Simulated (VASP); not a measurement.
Set up this calculation in VASP 6.6.1, as the native input.

```yaml
Task: single point
Functional: PBE
Potentials_or_basis: VASP PAW PBE potentials, release 64 (Pb_d, O)
Cutoff: 520 eV
k_mesh: 9 × 9 × 9
Occupations: fermi-dirac, width 0.03 eV
Spin: no spin polarisation
Dipole_correction: no
Further_INCAR_settings: ALGO = Normal; EDIFF = 1e-06; NBANDS = 20
```

The structure of PbO2 lies in POSCAR:

```
PbO2
1.0
    0.0000000000      2.3857766605      2.3857766605
    2.3857766605      0.0000000000      2.3857766605
    2.3857766605      2.3857766605      0.0000000000
Pb O
1 2
Direct
    0.0000000000      0.0000000000      0.0000000000
    0.2500000000      0.2500000000      0.2500000000
    0.7500000000      0.7500000000      0.7500000000
```

This cell differs from its parent crystal: volume scaled by 0.8.

The input as run:

INCAR

```
SYSTEM = PbO2
PREC = Accurate ; ENCUT = 520
EDIFF = 1E-6 ; ISMEAR = -1
SIGMA = 0.03 ; LREAL = .False.
LASPH = .True. ; NELM = 60
ALGO = Normal ; ISIF = 2
LWAVE = .False. ; LCHARG = .False.
GGA = PE ; NBANDS = 20
```

KPOINTS

```
regular mesh
0
Gamma
  9 9 9
  0 0 0
```

Potentials or basis: VASP PAW PBE potentials, release 64 (Pb_d, O).

Launch:

```bash
$ cat potpaw_PBE.64/Pb_d/POTCAR potpaw_PBE.64/O/POTCAR > POTCAR
$ mpirun -np 1 vasp_std > vasp.out
```

It gave:

The pressure is 127.3 GPa and the band gap on the k mesh is 0.87 eV, indirect (least direct gap 3.08 eV).

Caveat: spin-orbit coupling is left out, which moves the levels of the heavy elements.

Wall time 20 s on 1 thread of Intel(R) Xeon(R) Platinum 8488C (Sapphire Rapids), with other jobs on the host, peak memory 0.16 GiB.
